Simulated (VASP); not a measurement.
# Ni (Fm-3m) in VASP: notebook

Runs on Ni. Level: PBE. Tasks: electric field gradients.

Program: VASP 6.6.1. These are calculated values, not measurements. Logs are shortened: lines on timing, memory, paths and dates and some standing lists are left out, and cuts for length are marked.

**1. The cell of the first run**

Symmetry: Fm-3m, No. 225, cubic system. Conventional cell: a = 3.488 Å, b = 3.488 Å, c = 3.488 Å, α = 90.00°, β = 90.00°, γ = 90.00°. Within 3.3 Å of Ni (site symmetry m-3m) lie 12 Ni at 2.47 Å.

**2. Electric field gradients, PBE, collinear spin, ferromagnetic start (10.61 Å³/atom)**

Input file INCAR:

```
PREC = Accurate ; ENCUT = 520
EDIFF = 1E-8 ; ISMEAR = -1
SIGMA = 0.05 ; LREAL = F
LASPH = T ; NELM = 150
ALGO = Normal ; ISIF = 2
LWAVE = F ; LCHARG = F
ISPIN = 2 ; MAGMOM = 1.5
LORBIT = 11 ; LMAXMIX = 4
GGA = PE ; LEFG = T
NBANDS = 15
```

Input file KPOINTS:

```
regular mesh
0
Gamma
  20 20 20
```

Input file POSCAR:

```
Ni
1.0
    0.0000000000      1.7440558547      1.7440558547
    1.7440558547      0.0000000000      1.7440558547
    1.7440558547      1.7440558547      0.0000000000
Ni
1
Direct
    0.0000000000      0.0000000000      0.0000000000
```

Potentials or basis: VASP PAW PBE potentials, release 64 (Ni).

Run with:

```bash
cat potpaw_PBE.64/Ni/POTCAR > POTCAR
mpirun -np 1 vasp_std > vasp.out
```

OUTCAR:

```text
PREC = Accurate
   ENCUT = 520
   EDIFF = 1E-8
   ISMEAR = -1
   LREAL = F
   LASPH = T
   NELM = 150
   ISIF = 2
   ISPIN = 2
   LORBIT = 11
   GGA = PE

 ion  position               nearest neighbor table
   1  0.000  0.000  0.000-

  LATTYP: Found a face centered cubic cell.
 ALAT       =     3.4881117094

  Lattice vectors:

 A1 = (   0.0000000000,   1.7440558547,   1.7440558547)
 A2 = (   1.7440558547,   0.0000000000,   1.7440558547)
 A3 = (   1.7440558547,   1.7440558547,   0.0000000000)

Analysis of symmetry for initial positions (statically):
=====================================================================
 Subroutine PRICEL returns:
 Original cell was already a primitive cell.

 Routine SETGRP: Setting up the symmetry group for a
 face centered cubic supercell.

 Subroutine GETGRP returns: Found 48 space group operations
 (whereof 48 operations were pure point group operations)
 out of a pool of 48 trial point group operations.

The static configuration has the point symmetry O_h .

Analysis of symmetry for dynamics (positions and initial velocities):
=====================================================================
 Subroutine PRICEL returns:
 Original cell was already a primitive cell.

 Routine SETGRP: Setting up the symmetry group for a
 face centered cubic supercell.

 Subroutine GETGRP returns: Found 48 space group operations
 (whereof 48 operations were pure point group operations)
 out of a pool of 48 trial point group operations.

The dynamic configuration has the point symmetry O_h .

Analysis of structural, dynamic, and magnetic symmetry:
=====================================================================
 Subroutine PRICEL returns:
 Original cell was already a primitive cell.

 Routine SETGRP: Setting up the symmetry group for a
 face centered cubic supercell.

 Subroutine GETGRP returns: Found 48 space group operations
 (whereof 48 operations were pure point group operations)
 out of a pool of 48 trial point group operations.

The overall configuration has the point symmetry O_h .

 Subroutine INISYM returns: Found 48 space group operations
 (whereof 48 operations are pure point group operations),
 and found     1 'primitive' translations

----------------------------------------------------------------------------------------

                                     Primitive cell

  volume of cell :      10.6099

  direct lattice vectors                    reciprocal lattice vectors
     0.000000000  1.744055855  1.744055855    -0.286688066  0.286688066  0.286688066
     1.744055855  0.000000000  1.744055855     0.286688066 -0.286688066  0.286688066
     1.744055855  1.744055855  0.000000000     0.286688066  0.286688066 -0.286688066

  length of vectors
     2.466467443  2.466467443  2.466467443     0.496558296  0.496558296  0.496558296

  position of ions in fractional coordinates (direct lattice)
     0.000000000  0.000000000  0.000000000

  ion indices of the primitive-cell ions
   primitive index   ion index
                 1           1

----------------------------------------------------------------------------------------

 KPOINTS: regular mesh

Automatic generation of k-mesh.
 Grid dimensions read from file:
 generate k-points for:   20   20   20

 Generating k-lattice:

  Cartesian coordinates                     Fractional coordinates (reciprocal lattice)
    -0.014334403  0.014334403  0.014334403     0.050000000  0.000000000  0.000000000
     0.014334403 -0.014334403  0.014334403     0.000000000  0.050000000  0.000000000
     0.014334403  0.014334403 -0.014334403     0.000000000  0.000000000  0.050000000

  Length of vectors
     0.024827915  0.024827915  0.024827915

  Shift w.r.t. Gamma in fractional coordinates (k-lattice)
     0.000000000  0.000000000  0.000000000

 Subroutine IBZKPT returns following result:
 ===========================================

 Found    256 irreducible k-points:

 Following reciprocal coordinates:
            Coordinates               Weight
  0.000000  0.000000  0.000000      1.000000
  0.050000  0.000000  0.000000      8.000000
  0.100000  0.000000  0.000000      8.000000
[... 60 lines left out ...]
     AMIX_MAG =   1.60;   BMIX_MAG =  1.00
  volume/ion in A,a.u.               =      10.61        71.60
  Fermi-wavevector in a.u.,A,eV,Ry     =   1.605109  3.033216 35.053695  2.576374
  Thomas-Fermi vector in A             =   2.701507
   LORBIT       =     11    0 simple, 1 ext, 2 COOP (PROOUT), +10 PAW based schemes
   GGA     = PE    functional components
   LHFCALC =     F    Hartree Fock is set to
   AEXX    =    0.0000 exact exchange contribution
   IVDW    =     0    specifies the selected vdW correction
   LEPSILON=     F    determine dielectric tensor
   LRPA    =     F    only Hartree local field effects (RPA)
 spin polarized calculation
  energy-cutoff  :      520.00
  volume of cell :       10.61
 maximum number of plane-waves:       302
   NGX =  9   NGY =  9   NGZ =  9

 number of electron      10.0000004 magnetization       0.6234421

 Free energy of the ion-electron system (eV)
  ---------------------------------------------------
  ext. energy  EPLUGINS =         0.00000000
  ---------------------------------------------------
  free energy    TOTEN  =        -5.47328999 eV

  energy without entropy =       -5.45955302  energy(sigma->0) =       -5.46642151

 E-fermi :   9.7349     XC(G=0): -13.4046

 val. band max:        9.7342565283   @ k =   0.3500   0.2500   0.0500
 cond. band min:       9.7364353865   @ k =   0.4000   0.0000   0.0000
 fundamental gap:      0.0021788583
 Fermi energy:         9.7348731877

 spin component 1

 k-point     1 :       0.0000    0.0000    0.0000
  band No.  band energies     occupation
      1       0.5500      1.00000
      2       7.2386      1.00000
      3       7.2386      1.00000
      4       7.2386      1.00000
      5       8.4555      1.00000
      6       8.4555      1.00000
      7      33.6742      0.00000
      8      37.7319      0.00000
      9      37.7319      0.00000
     10      37.7319      0.00000
     11      40.7564      0.00000
     12      40.7564      0.00000
     13      40.7564      0.00000
     14      43.6579      0.00000
[... 403 lines left out ...]
      4       7.5004      1.00000
      5       8.8023      1.00000
      6       9.1633      0.99999
      7      19.0814      0.00000
      8      31.7001      0.00000
      9      34.1423      0.00000
     10      36.1250      0.00000
     11      38.0539      0.00000
     12      39.9249      0.00000
     13      44.2650      0.00000
     14      51.0439      0.00000
     15      52.5347      0.00000

 [... further k-points ...]

 spin component 2

 k-point     1 :       0.0000    0.0000    0.0000
  band No.  band energies     occupation
      1       0.5173      1.00000
      2       7.9872      1.00000
      3       7.9872      1.00000
      4       7.9872      1.00000
      5       9.0410      1.00000
      6       9.0410      1.00000
      7      33.5163      0.00000
      8      37.7116      0.00000
      9      37.7116      0.00000
     10      37.7116      0.00000
     11      40.8603      0.00000
     12      40.8603      0.00000
     13      40.8603      0.00000
     14      43.5376      0.00000
[... 403 lines left out ...]
      4       8.0100      1.00000
      5       9.5293      0.98388
      6       9.8544      0.08384
      7      19.3292      0.00000
      8      31.6631      0.00000
      9      34.1518      0.00000
     10      36.2300      0.00000
     11      38.0863      0.00000
     12      39.9473      0.00000
     13      44.3309      0.00000
     14      51.1213      0.00000
     15      52.8241      0.00000

 [... further k-points ...]

------------------------ aborting loop because EDIFF is reached ----------------------------------------

  FORCE on cell =-STRESS in cart. coord.  units (eV):
  Direction    XX          YY          ZZ          XY          YZ          ZX
  --------------------------------------------------------------------------------------
  -------------------------------------------------------------------------------------
  Total        0.3609726      0.3609726      0.3609726      0.0000000      0.0000000     -0.0000000
  in kB       54.5096855     54.5096855     54.5096855      0.0000000      0.0000000     -0.0000000
  external PRESSURE =      54.5096855 kB  Pullay stress =       0.0000000 kB

 VOLUME and BASIS-vectors are now :
 -----------------------------------------------------------------------------
  energy-cutoff  :      520.00
  volume of cell :       10.61
      direct lattice vectors                 reciprocal lattice vectors
     0.000000000  1.744055855  1.744055855    -0.286688066  0.286688066  0.286688066
     1.744055855  0.000000000  1.744055855     0.286688066 -0.286688066  0.286688066
     1.744055855  1.744055855  0.000000000     0.286688066  0.286688066 -0.286688066

 POSITION                                       TOTAL-FORCE (eV/Angst)
 -----------------------------------------------------------------------------------
      0.00000      0.00000      0.00000         0.000000      0.000000     -0.000000
 -----------------------------------------------------------------------------------
    total drift:                                0.000000     -0.000000      0.000000

  FREE ENERGIE OF THE ION-ELECTRON SYSTEM (eV)
  ---------------------------------------------------
  free  energy   TOTEN  =        -5.4732899928 eV

  energy  without entropy=       -5.4595530201  energy(sigma->0) =       -5.46642151

 Electric field gradients (V/A^2)
---------------------------------------------------------------------
 ion       V_xx      V_yy      V_zz      V_xy      V_xz      V_yz
---------------------------------------------------------------------
   1       0.000    -0.000     0.000    -0.000    -0.000    -0.000
---------------------------------------------------------------------

 Electric field gradients after diagonalization (V/A^2)
 (convention: |V_zz| > |V_xx| > |V_yy|)
----------------------------------------------------------------------
 ion       V_xx      V_yy      V_zz     asymmetry (V_yy - V_xx)/ V_zz
----------------------------------------------------------------------
   1       0.000     0.000    -0.001       0.000
----------------------------------------------------------------------

           NMR quadrupolar parameters

 Cq : quadrupolar parameter    Cq=e*Q*V_zz/h
 eta: asymmetry parameters     (V_yy - V_xx)/ V_zz
 Q  : nuclear electric quadrupole moment in mb (millibarn)
----------------------------------------------------------------------
 ion       Cq(MHz)       eta       Q (mb)
----------------------------------------------------------------------
   1      -0.000       0.000       1.000
----------------------------------------------------------------------

 total charge

# of ion       s       p       d       tot
------------------------------------------
    1        0.509   0.521   8.326   9.356

 magnetization (x)

# of ion       s       p       d       tot
------------------------------------------
    1       -0.006  -0.025   0.665   0.633
```

Wall time 92 s (1 thread of Intel Xeon Platinum 8488C (Sapphire Rapids), shared host); peak memory 0.17 GiB.

What came out:

| Quantity | Value |
| --- | --- |
| Free energy | -5.4733 eV |
| Pressure | 5.5 GPa |
| Net moment | 0.62 μB per cell |
| Site moments | Ni +0.63 μB |
| Largest electric field gradient by atom | under 0.05 V/Å² on every atom |
| Valence electrons inside the program's atomic spheres | Ni 9.36 |

Levels at points of the mesh, in eV from the Fermi level:
Spin up:
```
           k point  band 2  band 3  band 4  band 5  band 6  band 7  band 8  band 9
(0.00, 0.00, 0.00)   -2.50   -2.50   -2.50   -1.28   -1.28   23.94   28.00   28.00
(0.50, 0.00, 0.00)   -2.48   -2.48   -0.60   -0.60   -0.34    5.85   22.42   25.12
(0.50, 0.50, 0.00)   -4.33   -0.54   -0.46   -0.46    2.46    9.45   15.06   15.06
```
Spin down:
| k point | band 2 | band 3 | band 4 | band 5 | band 6 | band 7 | band 8 | band 9 |
| --- | --- | --- | --- | --- | --- | --- | --- | --- |
| (0.00, 0.00, 0.00) | -1.75 | -1.75 | -1.75 | -0.69 | -0.69 | 23.78 | 27.98 | 27.98 |
| (0.50, 0.00, 0.00) | -1.87 | -1.87 | -0.40 | 0.16 | 0.16 | 6.27 | 22.28 | 25.20 |
| (0.50, 0.50, 0.00) | -3.72 | 0.07 | 0.40 | 0.40 | 2.43 | 9.69 | 15.07 | 15.07 |

Caveat: the cell stands under pressure.

(Part 1 of 2 ends here.)
